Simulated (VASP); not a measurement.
Wanted: the native input for a VASP 6.6.1 run.

- Task: single point
- Functional: PBE
- Potentials or basis: VASP PAW PBE potentials, release 64 (Pt, H)
- Cutoff: 520 eV
- k mesh: 5 × 5 × 1
- Occupations: gaussian, width 0.1 eV
- Spin: no spin polarisation
- Dipole correction: yes
- Further INCAR settings: ALGO = Normal; EDIFF = 1e-06; NBANDS = 74

The structure of HPt6 lies in POSCAR:

```
HPt6
1.0
    5.6143281343      0.0000000000      0.0000000000
    0.0000000000      5.6143281343      0.0000000000
    0.0000000000      0.0000000000     21.8513792319
Pt H
12 2
Direct
    0.2500000000      0.2500000000      0.1830548066
    0.2500000000      0.7500000000      0.1830548066
    0.7500000000      0.2500000000      0.1830548066
    0.7500000000      0.7500000000      0.1830548066
    0.0000000000      0.0000000000      0.2712126041
    0.0000000000      0.5000000000      0.2712126041
    0.5000000000      0.0000000000      0.2712126041
    0.5000000000      0.5000000000      0.2712126041
    0.2500000000      0.2500000000      0.3593081768
    0.2500000000      0.7500000000      0.3593081768
    0.7500000000      0.2500000000      0.3593081768
    0.7500000000      0.7500000000      0.3593081768
   -0.1051773224      0.0000000000      0.3799018425
    0.1051773224      0.0000000000      0.3799018425
```

These files were run (other wordings do the same):

INCAR

```
SYSTEM = HPt6
ALGO = Normal ; DIPOL = 0.5 0.5 0.287
EDIFF = 1E-6 ; ENCUT = 520
GGA = PE ; IDIPOL = 3
ISIF = 2 ; ISMEAR = 0
LASPH = .TRUE. ; LCHARG = .TRUE.
LDIPOL = .TRUE. ; LELF = .TRUE.
LREAL = .FALSE. ; LVACPOTAV = .TRUE.
LVHAR = .TRUE. ; LWAVE = .FALSE.
NBANDS = 74 ; NELM = 60
PREC = Accurate ; SIGMA = 0.1
```

KPOINTS

```
k-points
0
G
  5 5 1
  0 0 0
```

Potentials or basis: VASP PAW PBE potentials, release 64 (Pt, H).

The run is started by

```console
$ cat potpaw_PBE.64/Pt/POTCAR potpaw_PBE.64/H/POTCAR > POTCAR
$ mpirun -np 1 vasp_std > vasp.out
```

Results of the run:

```
Largest force          : 1.408 eV/Å
Band gap on the k mesh : zero (bands 61 and 62 overlap by 0.16 eV)
```

Caveat: spin-orbit coupling is left out, which moves the levels of the heavy elements.

It took 14 min on 1 thread of AMD EPYC 9R45 96-Core Processor (Zen 5), with other jobs on the host, peak memory 0.75 GiB.
